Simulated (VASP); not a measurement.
A run of VASP 6.6.1:

INCAR

```
PREC = Accurate ; ENCUT = 470
EDIFF = 1E-8 ; ISMEAR = -1
SIGMA = 0.08 ; LREAL = F
LASPH = T ; NELM = 120
ALGO = Normal ; ISIF = 2
LWAVE = F ; LCHARG = F
GGA = CA ; LEFG = T
NBANDS = 44 ; GGA_COMPAT = F
```

File KPOINTS:

```
regular mesh
0
Gamma
  9 9 9
```

Contents of POSCAR:

```
AgPt3
1.0
    3.8738247147      0.0000000000      0.0000000000
    0.0000000000      3.8738247147      0.0000000000
    0.0000000000      0.0000000000      3.8738247147
Ag Pt
1 3
Direct
    0.0000000000      0.0000000000      0.0000000000
    0.0000000000      0.5000000000      0.5000000000
    0.5000000000      0.0000000000      0.5000000000
    0.5000000000      0.5000000000      0.0000000000
```

Potentials or basis: VASP PAW LDA potentials, release 64 (Ag_sv_GW, Pt_sv_GW).

Command:

```console
$ cat potpaw_LDA.64/Ag_sv_GW/POTCAR potpaw_LDA.64/Pt_sv_GW/POTCAR > POTCAR
$ mpirun -np 1 vasp_std > vasp.out
```

Hardware: 1 thread of Intel(R) Xeon(R) Platinum 8375C CPU @ 2.90GHz (Ice Lake), on a shared host.

**Question.** Estimate the wall time of this run.

**Answer.** Run time: 2.3 min on 1 thread of Intel(R) Xeon(R) Platinum 8375C CPU @ 2.90GHz (Ice Lake), on a shared host, peak memory 0.2 GiB. Counts: scf iterations 16, k points 35.
